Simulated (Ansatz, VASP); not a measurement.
# One calculation of Sb, two programs

```
CELL_PARAMETERS angstrom
-1.63985 1.63985 1.63985
1.63985 -1.63985 1.63985
1.63985 1.63985 -1.63985
ATOMIC_POSITIONS crystal
Sb 0.00000 0.00000 0.00000
```

Change from the starting cell: volume scaled by 0.68, crystal datasets.

Alike in both runs: task single point; functional PBEsol; k mesh 16 × 16 × 16; occupations fermi-dirac, width 0.05 eV; no spin polarisation.

```csv
,VASP,Ansatz
version,VASP 6.6.1,Ansatz 0.2.0
potentials or method,"VASP PAW PBE potentials, release 64 (Sb), cutoff 500 eV","all-electron PAW with datasets made for the crystal, scalar-relativistic"
```

|  | VASP | Ansatz | Ansatz less VASP |
| --- | --- | --- | --- |
| pressure (GPa) | 65.5 | 64.1 | -1.44 |

VASP's potentials were made for PBE, not for PBEsol. Both programs put the cell under a high pressure, so it lies far from rest at this level. Ansatz ran all-electron here, and VASP with PAW potentials.

Spin-orbit coupling is off throughout. Noted on VASP's run: the cell as given lies far from equilibrium.
